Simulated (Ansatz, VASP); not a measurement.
One calculation of Ta4Ga, two programs

```
Ta Ga
1.0
    -2.96084    2.96084    2.96084
     2.96084   -2.96084    2.96084
     2.96084    2.96084   -2.96084
Ta Ga
4 1
Direct
  0.00000 0.00000 0.50000
  0.00000 0.50000 0.00000
  0.50000 0.00000 0.00000
  0.50000 0.50000 0.50000
  0.00000 0.00000 0.00000
```

Change from the starting cell: species swapped into the MnGa4 type (Im-3m, No. 229).

Alike in both runs: task relaxation of cell and atoms; functional PBE; k mesh 10 × 10 × 10; occupations gaussian, width 0.1 eV; no spin polarisation.

```csv
,VASP,Ansatz
version,VASP 6.6.1,Ansatz 0.2.0
potentials or method,"VASP PAW PBE potentials, release 64 (Ta_pv, Ga_d), cutoff 600 eV","scalar-relativistic, plane waves, PAW"
valence electrons in the cell,57,65
```

```csv
,VASP,Ansatz,Ansatz less VASP
"gap on the k mesh at the Fermi level, each at its own relaxed structure (eV)",none,none,-
relaxed volume (Å³/atom),20.74,20.73,-0.015
relaxed cell length with the largest relative difference (Å),5.126,5.125,-0.0012
```

A gap of «none» marks a metal or a gap that the smearing closes. VASP's potentials hold 57 valence electrons a cell and Ansatz's 65, so a difference there can come from the potentials and not from the codes.

Spin-orbit coupling is off throughout.
